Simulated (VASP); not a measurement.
C: single point with PBE+D3(BJ)

Crystal: C.

```
CELL_PARAMETERS angstrom
2.46487 0.00000 0.00000
-1.23244 2.13464 0.00000
0.00000 0.00000 20.59749
ATOMIC_POSITIONS crystal
C 0.66667 0.33333 0.58633
C 0.66667 0.33333 0.08635
C 0.66667 0.33333 0.41365
C 0.66667 0.33333 0.91367
C 0.00000 0.00000 0.25000
C 0.33333 0.66667 0.91365
C 0.00000 0.00000 0.75000
C 0.66667 0.33333 0.25000
C 0.33333 0.66667 0.41367
C 0.33333 0.66667 0.75000
C 0.33333 0.66667 0.08633
C 0.33333 0.66667 0.58635
```

```json
{
  "Program": "VASP 6.6.1",
  "Task": "single point",
  "Functional": "PBE",
  "Dispersion": "D3(BJ)",
  "Potentials or basis": "VASP PAW PBE potentials, release 64 (C)",
  "Cutoff": "600 eV",
  "k mesh": "18 × 18 × 2",
  "Occupations": "gaussian, width 0.1 eV",
  "Spin": "no spin polarisation",
  "Dipole correction": "no",
  "Further INCAR settings": "ALGO = Normal; EDIFF = 1e-06; NBANDS = 36"
}
```

```json
{"Pressure": "0.0 GPa", "Band gap on the k mesh": "zero (filled and empty bands touch)", "Dispersion energy per atom": "-0.152 eV"}
```

Stress tensor (GPa, compression positive):
```
 0.19  0.00  0.00
 0.00  0.19  0.00
 0.00  0.00 -0.31
```

Levels at points of the mesh, in eV from the Fermi level:
```tsv
k point	band 21	band 22	band 23	band 24	band 25	band 26	band 27	band 28
(0.00, 0.00, 0.00)	-3.00	-3.00	-3.00	-3.00	4.11	5.15	5.45	7.86
(0.50, 0.00, 0.00)	-2.54	-2.24	-2.10	-1.98	1.32	1.35	1.61	1.88
(0.00, 0.00, 0.50)	-3.00	-3.00	-3.00	-3.00	4.42	4.42	6.58	6.58
(0.50, 0.00, 0.50)	-2.37	-2.37	-2.02	-2.02	1.33	1.33	1.72	1.72
```

Wall time 7.9 min on 1 thread of Intel Xeon 8259CL, on a shared host, peak memory 0.4 GiB.
